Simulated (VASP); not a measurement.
PtSe2:

```
Pt Se
1.0
     3.57205    0.00000    0.00000
    -1.78602    3.09348    0.00000
     0.00000    0.00000    5.83353
Pt Se
1 2
Direct
  0.00000 0.00000 0.00000
  0.33333 0.66667 0.23798
  0.66667 0.33333 0.76202
```

This cell differs from its parent crystal: epitaxial xy strain -4.2%.

Base run:

| Item | Value |
| --- | --- |
| Program | VASP 6.6.1 |
| Functional | r2SCAN |
| Potentials or basis | VASP PAW PBE potentials, release 64 (Pt, Se) |
| Cutoff | 520 eV |
| k mesh | 12 × 12 × 6 |
| Occupations | gaussian, width 0.01 eV |
| Spin | no spin polarisation |

Its results: band gap on the k mesh 0.70 eV (least direct gap 0.94 eV); pressure 6.1 GPa; largest force 0.011 eV/Å.

Problem. The run is repeated on the same cell with these changes: functional from r2SCAN to PBE; occupations from gaussian, width 0.01 eV to fermi-dirac, width 0.02 eV. What comes out?

Solution. Band gap on the k mesh 0.48 eV (least direct gap 0.71 eV); pressure 8.4 GPa; largest force 0.204 eV/Å.

Caveats: the cell stands under pressure; spin-orbit coupling is left out, which moves the levels of the heavy elements; the PAW data sets were made with another functional, which shifts forces and pressure a little (at least some runs); this functional lacks dispersion, which binds the layers, so the pressure and a relaxed spacing across them are unreliable (at least some runs).

A k mesh can miss the band edges.
